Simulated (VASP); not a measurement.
Input of a VASP 6.6.1 run:

POSCAR

```
Ga
1.0
    2.2318501700     -3.7932285796      0.0000000000
    2.2318501700      3.7932285796      0.0000000000
    0.0000000000      0.0000000000      4.5346411306
Ga
4
Direct
    0.8442341977      0.1557658023      0.0855794111
    0.6557658023      0.3442341977      0.5855794111
    0.1557658023      0.8442341977      0.9144205889
    0.3442341977      0.6557658023      0.4144205889
```

The input INCAR.step1:

```
SYSTEM = Ga
ALGO = Normal
EDIFF = 1E-4
ENCUT = 520
GGA = PE
ISMEAR = -1
LASPH = .True.
LCHARG = .False.
LREAL = .False.
LWAVE = .True.
NBANDS = 34
NELM = 60
PREC = Accurate
SIGMA = 0.1
```

The input INCAR.step2:

```
SYSTEM = Ga
ALGO = Normal
EDIFF = 1E-6
ENCUT = 520
ISIF = 2
ISMEAR = -1
ISTART = 1
LASPH = .True.
LCHARG = .False.
LMIXTAU = .True.
LREAL = .False.
LWAVE = .False.
METAGGA = R2SCAN
NBANDS = 34
NELM = 60
PREC = Accurate
SIGMA = 0.1
```

File KPOINTS:

```
k-points
0
Gamma
  7 7 6
  0 0 0
```

Potentials or basis: VASP PAW PBE potentials, release 64 (Ga_d).

Launch:

```sh
$ cat potpaw_PBE.64/Ga_d/POTCAR > POTCAR
$ cp INCAR.step1 INCAR
$ mpirun -np 1 vasp_std > vasp.out
$ cp INCAR.step2 INCAR
$ mpirun -np 1 vasp_std > vasp.out
```

Task: Estimate the largest force.

Result: 0.017 eV/Å.

Task: Estimate the band gap on the k mesh.

Result: Zero (band 26 reaches 5.57 eV, above the bottom of band 27 at 4.32 eV).

Stress tensor (GPa, compression positive):
```
-0.40  0.00  0.00
 0.00  0.34  0.00
 0.00  0.00  0.31
```

Caveat: the PAW data sets were made with another functional, which shifts forces and pressure a little.
